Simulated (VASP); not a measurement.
Wanted: the native input for a VASP 6.6.1 run.

```yaml
Task: single point
Functional: PBE
Potentials_or_basis: VASP PAW PBE potentials, release 64 (Au)
Cutoff: 520 eV
k_mesh: 18 × 18 × 4
Occupations: gaussian, width 0.15 eV
Spin: no spin polarisation
Dipole_correction: no
Further_INCAR_settings: ALGO = Fast; EDIFF = 1e-06; NBANDS = 42
```

The structure of Au lies in POSCAR:

```
Au
1.0
    2.0455000000     -2.0455000000      0.0000000000
    2.0455000000      0.0000000000     -2.0455000000
   10.7800762114     10.7800762114     10.7800762114
Au
6
Direct
    0.6666666667      0.6666666667      0.0632367484
    0.0000000000      0.0000000000      0.6957307307
    0.3333333333      0.3333333333      0.1897355448
    0.6666666667      0.6666666667      0.4427331378
    0.0000000000      0.0000000000      0.3162343413
    0.3333333333      0.3333333333      0.5692319343
```

This cell differs from its parent crystal: the distance across one plane changed.

The input as run:

INCAR

```
PREC     = Accurate       # precision mode
ENCUT    = 520            # plane-wave cutoff, eV
EDIFF    = 1E-6           # SCF threshold, eV
ISMEAR   = 0              # smearing method
SIGMA    = 0.15           # smearing width, eV
LREAL    = False          # projectors in reciprocal space
LASPH    = True           # aspherical terms in the spheres
NELM     = 80             # most SCF steps
ALGO     = Fast           # electronic algorithm
ISIF     = 2              # what is computed and relaxed
LWAVE    = False          # write WAVECAR
LCHARG   = True           # write CHGCAR
GGA      = PE             # functional
LELF     = True           # ELF
LVHAR    = True         
NBANDS   = 42             # bands
```

KPOINTS

```
regular mesh
0
Gamma
  18 18 4
```

Potentials or basis: VASP PAW PBE potentials, release 64 (Au).

Launch:

```bash
$ cat potpaw_PBE.64/Au/POTCAR > POTCAR
$ mpirun -np 1 vasp_std > vasp.out
```

It gave:

| Property | Result |
| --- | --- |
| Pressure | 3.1 GPa |
| Largest force | 0.416 eV/Å |
| Band gap on the k mesh | zero (bands 33 and 34 overlap by 4.80 eV) |

Caveat: the cell differs from its parent crystal (the distance across one plane changed); the cell stands under pressure; spin-orbit coupling is left out, which moves the levels of the heavy elements.

Wall time 6.2 min on 1 thread of Intel(R) Xeon(R) 6975P-C (Granite Rapids) (shared host), peak memory 0.64 GiB.
